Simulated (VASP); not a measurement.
# ScRu3 (Cmmm) in VASP: a series of runs

The runs below take ScRu3 through single point, with PBE.

All numbers are computed with VASP 6.6.1; they aren't measurements. Logs are shortened: lines on timing, memory, paths and dates and some standing lists are left out, and cuts for length are marked.

## (1) The cell of the first run

The structure is orthorhombic, space group Cmmm (No. 65). The conventional cell has a = 5.674 Å, b = 5.866 Å, c = 4.139 Å, α = 90.00°, β = 90.00°, γ = 90.00°. Sc (site symmetry mmm) has 6 Ru at 2.07 to 2.62 Å within 2.7 Å. Within 2.1 Å of Ru (site symmetry m2m) lie 1 Ru at 1.60 Å. Within 2.1 Å of Ru (site symmetry mmm) lie 2 Ru at 1.60 Å and 2 Sc at 2.07 Å.

The cell was generated, and may not be a known phase.

## (2) Single point, PBE

INCAR

```
SYSTEM = ScRu3
PREC = Accurate ; ENCUT = 560
EDIFF = 1E-6 ; ISMEAR = 0
SIGMA = 0.1 ; LREAL = .False.
LASPH = .True. ; NELM = 120
ALGO = Normal ; ISIF = 2
LWAVE = .False. ; LCHARG = .False.
GGA = PE ; NBANDS = 38
GGA_COMPAT = .False.
```

KPOINTS

```
regular mesh
0
Gamma
  4 4 4
  0 0 0
```

POSCAR

```
ScRu3
1.0
    2.8368343500     -2.9330050100      0.0000000000
    2.8368343500      2.9330050100      0.0000000000
    0.0000000000      0.0000000000      4.1394699900
Sc Ru
1 3
Direct
    0.0000000000      0.0000000000      0.0000000000
    0.2729306000      0.7270694000      0.5000000000
    0.7270694000      0.2729306000      0.5000000000
    0.0000000000      0.0000000000      0.5000000000
```

Potentials or basis: VASP PAW PBE potentials, release 64 (Sc_sv, Ru_sv).

Launch:

```console
> cat potpaw_PBE.64/Sc_sv/POTCAR potpaw_PBE.64/Ru_sv/POTCAR > POTCAR
> mpirun -np 1 vasp_std > vasp.out
```

OUTCAR:

```text
SYSTEM = ScRu3
   PREC = Accurate
   ENCUT = 560
   EDIFF = 1E-6
   ISMEAR = 0
   LREAL = .False.
   LASPH = .True.
   NELM = 120
   ISIF = 2
   GGA = PE

 ion  position               nearest neighbor table
   1  0.000  0.000  0.000-   4 2.07   4 2.07   2 2.62   2 2.62   3 2.62   3 2.62
   2  0.273  0.727  0.500-   4 1.60   1 2.62   1 2.62   3 2.66
   3  0.727  0.273  0.500-   4 1.60   1 2.62   1 2.62   2 2.66
   4  0.000  0.000  0.500-   2 1.60   3 1.60   1 2.07   1 2.07

  LATTYP: Found a base centered orthorhombic cell.
 ALAT       =     5.6736687000
 B/A-ratio  =     1.0339006964
 C/A-ratio  =     0.7295931802

  Lattice vectors:

 A1 = (   2.8368343500,  -2.9330050100,   0.0000000000)
 A2 = (   2.8368343500,   2.9330050100,   0.0000000000)
 A3 = (   0.0000000000,   0.0000000000,   4.1394699900)

Analysis of symmetry for initial positions (statically):
=====================================================================
 Subroutine PRICEL returns:
 Original cell was already a primitive cell.

 Routine SETGRP: Setting up the symmetry group for a
 base centered orthorhombic supercell.

 Subroutine GETGRP returns: Found  8 space group operations
 (whereof  8 operations were pure point group operations)
 out of a pool of  8 trial point group operations.

The static configuration has the point symmetry D_2h.

Analysis of symmetry for dynamics (positions and initial velocities):
=====================================================================
 Subroutine PRICEL returns:
 Original cell was already a primitive cell.

 Routine SETGRP: Setting up the symmetry group for a
 base centered orthorhombic supercell.

 Subroutine GETGRP returns: Found  8 space group operations
 (whereof  8 operations were pure point group operations)
 out of a pool of  8 trial point group operations.

The dynamic configuration has the point symmetry D_2h.

 Subroutine INISYM returns: Found  8 space group operations
 (whereof  8 operations are pure point group operations),
 and found     1 'primitive' translations

----------------------------------------------------------------------------------------

                                     Primitive cell

  volume of cell :      68.8845

  direct lattice vectors                    reciprocal lattice vectors
     2.836834350 -2.933005010  0.000000000     0.176252801 -0.170473626  0.000000000
     2.836834350  2.933005010  0.000000000     0.176252801  0.170473626  0.000000000
     0.000000000  0.000000000  4.139469990     0.000000000  0.000000000  0.241576821

  length of vectors
     4.080459229  4.080459229  4.139469990     0.245206662  0.245206662  0.241576821

  position of ions in fractional coordinates (direct lattice)
     0.000000000  0.000000000  0.000000000
     0.272930600  0.727069400  0.500000000
     0.727069400  0.272930600  0.500000000
     0.000000000  0.000000000  0.500000000

  ion indices of the primitive-cell ions
   primitive index   ion index
                 1           1
                 2           2
                 3           3
                 4           4

----------------------------------------------------------------------------------------

 KPOINTS: regular mesh

Automatic generation of k-mesh.
 Grid dimensions read from file:
 generate k-points for:    4    4    4

 Generating k-lattice:

  Cartesian coordinates                     Fractional coordinates (reciprocal lattice)
     0.044063200 -0.042618407  0.000000000     0.250000000  0.000000000  0.000000000
     0.044063200  0.042618407  0.000000000     0.000000000  0.250000000  0.000000000
     0.000000000  0.000000000  0.060394205     0.000000000  0.000000000  0.250000000

  Length of vectors
     0.061301666  0.061301666  0.060394205

  Shift w.r.t. Gamma in fractional coordinates (k-lattice)
     0.000000000  0.000000000  0.000000000

 Subroutine IBZKPT returns following result:
 ===========================================

 Found     21 irreducible k-points:

 Following reciprocal coordinates:
            Coordinates               Weight
  0.000000  0.000000  0.000000      1.000000
  0.250000  0.000000  0.000000      4.000000
  0.500000  0.000000  0.000000      2.000000
  0.250000  0.250000  0.000000      2.000000
  0.500000  0.250000  0.000000      4.000000
 -0.250000  0.250000  0.000000      2.000000
[... 13 lines left out ...]
 -0.250000  0.250000  0.500000      2.000000
  0.500000  0.500000  0.500000      1.000000
   k-points           NKPTS =     21   k-points in BZ     NKDIM =     21   number of bands    NBANDS=     38
   number of dos      NEDOS =    301   number of ions     NIONS =      4
   total plane-waves  NPLWV =  32768
   dimension x,y,z NGX =    32 NGY =   32 NGZ =   32
   dimension x,y,z NGXF=    64 NGYF=   64 NGZF=   64
   ions per type =               1   3
   NGX,Y,Z   is equivalent  to a cutoff of  13.04, 13.04, 12.85 a.u.
   NGXF,Y,Z  is equivalent  to a cutoff of  26.07, 26.07, 25.70 a.u.
 SYSTEM =  ScRu3
   PREC   = accura    normal or accurate (medium, high low for compatibility)
   ISTART =      0    job   : 0-new  1-cont  2-samecut
   ICHARG =      2    charge: 1-file 2-atom 10-const
   ISPIN  =      1    spin polarized calculation?
   LNONCOLLINEAR =      F non collinear calculations
   LSORBIT =      F    spin-orbit coupling
   LASPH  =      T    aspherical Exc in radial PAW
   ENCUT  =  560.0 eV  41.16 Ry    6.42 a.u.   7.87  7.87  7.99*2*pi/ulx,y,z
   NELM   =    120;   NELMIN=  2; NELMDL= -5     # of ELM steps
   EDIFF  = 0.1E-05   stopping-criterion for ELM
   LREAL  =      F    real-space projection
[... 7 lines left out ...]
   TEBEG  =    0.0;   TEEND  =   0.0 temperature during run
   PSTRESS=    0.0 pullay stress
   NELECT =      59.0000    total number of electrons
   NUPDOWN=      -1.0000    fix difference up-down
   EMIN   =  10.00;   EMAX   =-10.00  energy-range for DOS
   EFERMI =   0.00;   METHOD = LEGACY
   ISMEAR =     0;   SIGMA  =   0.10  broadening in eV -4-tet -1-fermi 0-gaus
   EFERMI_NEDOS =   21; number of points for ismear=-14 and -15
   IALGO  =     38    algorithm
   IMIX   =      4    mixing-type and parameters
     AMIX     =   0.40;   BMIX     =  1.00
     AMIX_MAG =   1.60;   BMIX_MAG =  1.00
  volume/ion in A,a.u.               =      17.22       116.21
  Fermi-wavevector in a.u.,A,eV,Ry     =   1.554718  2.937991 32.887301  2.417148
  Thomas-Fermi vector in A             =   2.658764
   LORBIT       =      0    0 simple, 1 ext, 2 COOP (PROOUT), +10 PAW based schemes
   GGA     = PE    functional components
   LHFCALC =     F    Hartree Fock is set to
   AEXX    =    0.0000 exact exchange contribution
   IVDW    =     0    specifies the selected vdW correction
   LEPSILON=     F    determine dielectric tensor
   LRPA    =     F    only Hartree local field effects (RPA)
 non-spin polarized calculation
 Gauss-broadening in eV      SIGMA  =   0.10
  energy-cutoff  :      560.00
  volume of cell :       68.88
 maximum number of plane-waves:      2094
   NGX = 15   NGY = 15   NGZ = 15

 number of electron      58.9999985 magnetization

 Free energy of the ion-electron system (eV)
  ---------------------------------------------------
  ext. energy  EPLUGINS =         0.00000000
  ---------------------------------------------------
  free energy    TOTEN  =        -4.53386163 eV

  energy without entropy =       -4.51200823  energy(sigma->0) =       -4.52293493

 E-fermi :  10.2444     XC(G=0): -11.7257

 val. band max:       10.2414320367   @ k =  -0.2500   0.2500   0.2500
 cond. band min:      10.2574551230   @ k =   0.2500   0.0000   0.5000
 fundamental gap:      0.0160230863
 Fermi energy:        10.2443705655

 k-point     1 :       0.0000    0.0000    0.0000
  band No.  band energies     occupation
      1     -68.6044      2.00000
      2     -64.2534      2.00000
      3     -61.8829      2.00000
      4     -43.6319      2.00000
      5     -39.4181      2.00000
      6     -37.0065      2.00000
[... 30 lines left out ...]
     37      15.9835      0.00000
     38      16.1315      0.00000

 k-point     2 :       0.2500    0.0000    0.0000
  band No.  band energies     occupation
      1     -68.6001      2.00000
      2     -64.2714      2.00000
      3     -61.8668      2.00000
      4     -43.6655      2.00000
      5     -39.4175      2.00000
      6     -37.0027      2.00000
[... 30 lines left out ...]
     37      15.2078      0.00000
     38      16.0362      0.00000

 k-point     3 :       0.5000    0.0000    0.0000
  band No.  band energies     occupation
      1     -68.5959      2.00000
      2     -64.2892      2.00000
      3     -61.8510      2.00000
      4     -43.6987      2.00000
      5     -39.4169      2.00000
      6     -36.9989      2.00000
[... 30 lines left out ...]
     37      14.7693      0.00000
     38      17.0929      0.00000

 k-point     4 :       0.2500    0.2500    0.0000
  band No.  band energies     occupation
      1     -68.5990      2.00000
      2     -64.2668      2.00000
      3     -61.8769      2.00000
      4     -43.6226      2.00000
      5     -39.4170      2.00000
      6     -37.0010      2.00000
[... 30 lines left out ...]
     37      16.0014      0.00000
     38      16.0821      0.00000
[... 580 lines left out ...]
      4     -43.6559      2.00000
      5     -39.9962      2.00000
      6     -36.1690      2.00000
[... 30 lines left out ...]
     37      13.2523      0.00000
     38      14.4662      0.00000

 k-point    20 :      -0.2500    0.2500    0.5000
  band No.  band energies     occupation
      1     -68.5907      2.00000
      2     -64.2891      2.00000
      3     -61.8493      2.00000
      4     -43.6983      2.00000
      5     -39.9971      2.00000
      6     -36.1626      2.00000
[... 30 lines left out ...]
     37      13.7930      0.00000
     38      14.4839      0.00000

 k-point    21 :       0.5000    0.5000    0.5000
  band No.  band energies     occupation
      1     -68.5883      2.00000
      2     -64.2801      2.00000
      3     -61.8693      2.00000
      4     -43.6129      2.00000
      5     -39.9953      2.00000
      6     -36.2033      2.00000
[... 30 lines left out ...]
     37      14.0799      0.00000
     38      14.5370      0.00000

------------------------ aborting loop because EDIFF is reached ----------------------------------------

  FORCE on cell =-STRESS in cart. coord.  units (eV):
  Direction    XX          YY          ZZ          XY          YZ          ZX
  --------------------------------------------------------------------------------------
  -------------------------------------------------------------------------------------
  Total       -0.7939179    179.6833241     37.8872194     -0.0000000      0.0000000      0.0000000
  in kB      -18.4656523   4179.2354575    881.2148343     -0.0000000      0.0000000      0.0000000
  external PRESSURE =    1680.6615465 kB  Pullay stress =       0.0000000 kB

 VOLUME and BASIS-vectors are now :
 -----------------------------------------------------------------------------
  energy-cutoff  :      560.00
  volume of cell :       68.88
      direct lattice vectors                 reciprocal lattice vectors
     2.836834350 -2.933005010  0.000000000     0.176252801 -0.170473626  0.000000000
     2.836834350  2.933005010  0.000000000     0.176252801  0.170473626  0.000000000
     0.000000000  0.000000000  4.139469990     0.000000000  0.000000000  0.241576821

 POSITION                                       TOTAL-FORCE (eV/Angst)
 -----------------------------------------------------------------------------------
      0.00000      0.00000      0.00000        -0.000000     -0.000000      0.000000
      2.83683      1.33199      2.06973         0.000000    -54.632069     -0.000000
      2.83683     -1.33199      2.06973         0.000000     54.632069      0.000000
      0.00000      0.00000      2.06973         0.000000     -0.000000      0.000000
 -----------------------------------------------------------------------------------
    total drift:                                0.000000      0.000000     -0.000000

  FREE ENERGIE OF THE ION-ELECTRON SYSTEM (eV)
  ---------------------------------------------------
  free  energy   TOTEN  =        -4.5338616294 eV

  energy  without entropy=       -4.5120082294  energy(sigma->0) =       -4.52293493
```

Wall time 38 s (1 thread of Intel Xeon Platinum 8488C (Sapphire Rapids), shared host); peak memory 0.2 GiB.

What came out:

```yaml
Free_energy: -4.5339 eV
Pressure: 168.1 GPa
Largest_force: 54.632 eV/Å
Band_gap_on_the_k_mesh: zero (an odd number of electrons rules out a gap without spin polarisation)
```

Forces on the atoms (eV/Å):
```
Sc    0.000   0.000   0.000
Ru    0.000 -54.632   0.000
Ru    0.000  54.632   0.000
Ru    0.000   0.000   0.000
```

Levels at points of the mesh, in eV from the Fermi level:
```
           k point  band 27  band 28  band 29  band 30  band 31  band 32
(0.00, 0.00, 0.00)    -2.26    -0.27     0.07     1.17     1.22     2.34
(0.50, 0.00, 0.00)    -2.35    -1.97    -1.87    -0.46     0.90     1.00
(0.50, 0.50, 0.00)    -1.14    -1.03    -0.93    -0.86     1.44     1.73
(0.00, 0.00, 0.50)    -2.63    -0.31    -0.25     0.98     1.14     2.06
(0.50, 0.00, 0.50)    -1.54    -0.69    -0.45     0.07     0.12     0.85
(0.50, 0.50, 0.50)    -1.22    -0.84    -0.55     0.06     1.45     1.84
```

Caveat: the k points lie up to 0.39 Å⁻¹ apart, too coarse for converged energies and pressures of a metal; atoms lie so close that the PAW spheres overlap strongly, which falsifies energies and pressures; forces of over 1 eV/Å act on the atoms, so gaps and moduli don't describe the material at rest.

## (3) Single point, PBE

This run uses another cell than the first one, of 20.91 Å³/atom.

INCAR

```
SYSTEM = ScRu3
PREC = Accurate
ENCUT = 560
EDIFF = 1E-6
ISMEAR = 0
SIGMA = 0.1
LREAL = .FALSE.
LASPH = .TRUE.
NELM = 120
ALGO = Normal
ISIF = 2
LWAVE = .FALSE.
LCHARG = .FALSE.
GGA = PE
NBANDS = 38
GGA_COMPAT = .FALSE.
```

KPOINTS

```
Automatic mesh
0
G
  4 4 4
  0 0 0
```

POSCAR

```
ScRu3
1.0
    2.2922439235     -3.7315032680      0.0000000000
    2.2922439235      3.7315032680      0.0000000000
    0.0000000000      0.0000000000      4.8896352925
Sc Ru
1 3
Direct
    0.0000000000      0.0000000000      0.0000000000
    0.3399496144      0.6600503856      0.5000000000
    0.6600503856      0.3399496144      0.5000000000
    0.0000000000      0.0000000000      0.5000000000
```

Potentials or basis: VASP PAW PBE potentials, release 64 (Sc_sv, Ru_sv).

Launch:

```console
> cat potpaw_PBE.64/Sc_sv/POTCAR potpaw_PBE.64/Ru_sv/POTCAR > POTCAR
> mpirun -np 1 vasp_std > vasp.out
```

It took 38 s on 1 thread of AMD EPYC 9R45 (Zen 5), shared host; peak memory 0.21 GiB.

Results (log left out):

```
Free energy            : -31.2464 eV
Pressure               : -0.1 GPa
Largest force          : 0.015 eV/Å
Band gap on the k mesh : zero (an odd number of electrons rules out a gap without spin polarisation)
```

Forces on the atoms (eV/Å):
```
Sc   0.000  0.000  0.000
Ru   0.000  0.015  0.000
Ru   0.000 -0.015  0.000
Ru   0.000  0.000  0.000
```

Stress tensor (GPa, compression positive):
```
-0.37  0.00  0.00
 0.00 -0.10  0.00
 0.00  0.00  0.24
```

Levels at points of the mesh, in eV from the Fermi level:
```
           k point  band 27  band 28  band 29  band 30  band 31  band 32
(0.00, 0.00, 0.00)    -1.88    -1.88    -1.22    -0.13     0.78     1.10
(0.50, 0.00, 0.00)    -1.17    -0.56    -0.06     0.25     1.26     1.31
(0.50, 0.50, 0.00)    -1.49    -0.10     0.19     0.37     1.01     1.41
(0.00, 0.00, 0.50)    -2.03    -1.81    -1.22    -0.28     0.10     0.93
(0.50, 0.00, 0.50)    -0.25    -0.06     0.06     0.09     0.81     0.85
(0.50, 0.50, 0.50)    -0.35     0.10     0.19     0.45     0.56     0.72
```

Caveat: the k points lie up to 0.40 Å⁻¹ apart, too coarse for converged energies and pressures of a metal.

## (4) Single point, PBE, collinear spin, ferromagnetic start

This run uses another cell than the first one, of 20.91 Å³/atom.

INCAR

```
SYSTEM = ScRu3
PREC = Accurate
ENCUT = 560
EDIFF = 1E-6
ISMEAR = 0
SIGMA = 0.1
LREAL = .FALSE.
LASPH = .TRUE.
NELM = 200
ALGO = Normal
ISIF = 2
LWAVE = .FALSE.
LCHARG = .TRUE.
ISPIN = 2
MAGMOM = 1 1 1 1
LORBIT = 11
LMAXMIX = 4
GGA = PE
LELF = .TRUE.
LVHAR = .TRUE.
NBANDS = 42
GGA_COMPAT = .FALSE.
```

KPOINTS

```
regular mesh
0
G
  4 4 4
  0 0 0
```

POSCAR is that of step 3.

Launch:

```console
> cat potpaw_PBE.64/Sc_sv/POTCAR potpaw_PBE.64/Ru_sv/POTCAR > POTCAR
> mpirun -np 1 vasp_std > vasp.out
```

Wall time 2.7 min (1 thread of Intel Xeon Platinum 8259CL at 2.50GHz (Skylake/Cascade Lake), shared host); peak memory 0.33 GiB.

Results (log left out):

```
Free energy                                           : -31.2594 eV
Pressure                                              : 0.3 GPa
Largest force                                         : 0.010 eV/Å
Net moment                                            : 1.18 μB per cell
Site moments                                          : Sc -0.02; Ru +0.43, +0.22 (each value once) μB
Valence electrons inside the program's atomic spheres : Sc 9.37; Ru 13.61, 13.81 (each value once)
```

Forces in eV/Å, atoms in the order of the input:
```
Sc   0.000  0.000  0.000
Ru   0.000  0.010  0.000
Ru   0.000 -0.010  0.000
Ru   0.000  0.000  0.000
```

Stress tensor (GPa, compression positive):
```
-1.25  0.00  0.00
 0.00  1.42  0.00
 0.00  0.00  0.58
```

Levels at points of the mesh, in eV from the Fermi level:
Spin up:
```
           k point  band 26  band 27  band 28  band 29  band 30  band 31  band 32  band 33  band 34  band 35
(0.00, 0.00, 0.00)    -2.20    -1.97    -1.95    -1.30    -0.28     0.55     0.97     1.21     1.60     1.75
(0.50, 0.00, 0.00)    -2.17    -1.27    -0.67    -0.29     0.09     1.16     1.24     2.17     2.24     2.75
(0.50, 0.50, 0.00)    -1.85    -1.58    -0.28    -0.08     0.25     0.94     1.30     2.00     2.25     2.28
(0.00, 0.00, 0.50)    -2.34    -2.12    -1.88    -1.30    -0.38    -0.06     0.70     1.07     1.42     1.79
(0.50, 0.00, 0.50)    -1.24    -0.37    -0.20    -0.15    -0.06     0.80     0.86     1.00     1.46     1.80
(0.50, 0.50, 0.50)    -1.25    -0.48    -0.16     0.01     0.33     0.55     0.73     1.04     1.26     1.73
```
Spin down:
```tsv
k point	band 26	band 27	band 28	band 29	band 30	band 31
(0.00, 0.00, 0.00)	-1.78	-1.74	-1.73	-1.11	0.04	1.02
(0.50, 0.00, 0.00)	-1.96	-1.07	-0.43	0.19	0.45	1.39
(0.50, 0.50, 0.00)	-1.63	-1.39	0.08	0.48	0.54	1.14
(0.00, 0.00, 0.50)	-2.00	-1.90	-1.70	-1.10	-0.18	0.27
(0.50, 0.00, 0.50)	-1.13	-0.11	0.09	0.27	0.29	0.84
(0.50, 0.50, 0.50)	-1.04	-0.22	0.35	0.36	0.57	0.62
```

Caveat: the k points lie up to 0.40 Å⁻¹ apart.

## (5) The runs side by side

| spin | cell | gap on the mesh (eV) | pressure (GPa) | largest force (eV/Å) |
| --- | --- | --- | --- | --- |
| off | a = 4.080, b = 4.080, c = 4.139 Å, angles 90.0, 90.0, 91.9°, 4 atoms, atomic positions A | none | 168.1 | 54.63 |
| off | a = 4.379, b = 4.379, c = 4.890 Å, angles 90.0, 90.0, 116.9°, 4 atoms, atomic positions B | none | -0.1 | 0.02 |
| collinear, ferromagnetic start | a = 4.379, b = 4.379, c = 4.890 Å, angles 90.0, 90.0, 116.9°, 4 atoms, atomic positions B | none | 0.3 | 0.01 |

Alike in all rows: task single point; level PBE; potentials or basis VASP PAW PBE potentials, release 64 (Sc_sv, Ru_sv); k mesh 4 × 4 × 4; cutoff (eV) 560; smearing gaussian 0.1 eV.

Caveats: all runs use coarse meshes; atoms lie so close that the PAW spheres overlap strongly, which falsifies energies and pressures (at least some runs); forces of over 1 eV/Å act on the atoms, so gaps and moduli don't describe the material at rest (at least some runs).

Absolute energies hang on the potentials; compare differences alone.

The gap in the log of VASP goes by the Fermi energy; the results here count the filled bands.